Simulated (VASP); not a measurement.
Here is a VASP 6.6.1 calculation.

File POSCAR:

```
AlN
1.0
    0.0000000000      2.1839935596      2.1839935596
    2.1839935596      0.0000000000      2.1839935596
    2.1839935596      2.1839935596      0.0000000000
Al N
1 1
Direct
    0.0000000000      0.0000000000      0.0000000000
    0.2500000000      0.2500000000      0.2500000000
```

File INCAR.step1:

```
PREC = Accurate ; ENCUT = 520
EDIFF = 1E-5 ; ISMEAR = -1
SIGMA = 0.05 ; LREAL = False
LASPH = True ; NELM = 80
ALGO = Normal ; ISIF = 2
LWAVE = True ; GGA = PE
NBANDS = 11
```

The input INCAR.step2:

```
PREC = Accurate ; ENCUT = 520
EDIFF = 1E-6 ; ISMEAR = -1
SIGMA = 0.05 ; LREAL = False
LASPH = True ; NELM = 80
ALGO = Normal ; ISIF = 2
LWAVE = False ; LCHARG = True
GGA = PS ; LHFCALC = True
AEXX = 0.25 ; PRECFOCK = Normal
LELF = True ; LVHAR = True
ISTART = 1 ; NBANDS = 11
```

File KPOINTS:

```
regular mesh
0
Gamma
  5 5 5
```

Potentials or basis: VASP PAW PBE potentials, release 64 (Al, N).

Command:

```sh
$ cat potpaw_PBE.64/Al/POTCAR potpaw_PBE.64/N/POTCAR > POTCAR
$ cp INCAR.step1 INCAR
$ mpirun -np 1 vasp_std > vasp.out
$ cp INCAR.step2 INCAR
$ mpirun -np 1 vasp_std > vasp.out
```

(1) Estimate the pressure.

(2) Predict the band gap on the k mesh.

Answers

(1) -2.9 GPa.

(2) 5.85 eV (least direct gap 6.28 eV).

Caveat: the k points lie up to 0.50 Å⁻¹ apart; the PAW data sets were made with another functional, which shifts forces and pressure a little; an odd mesh through Γ misses points on the zone boundary, where band edges can lie.
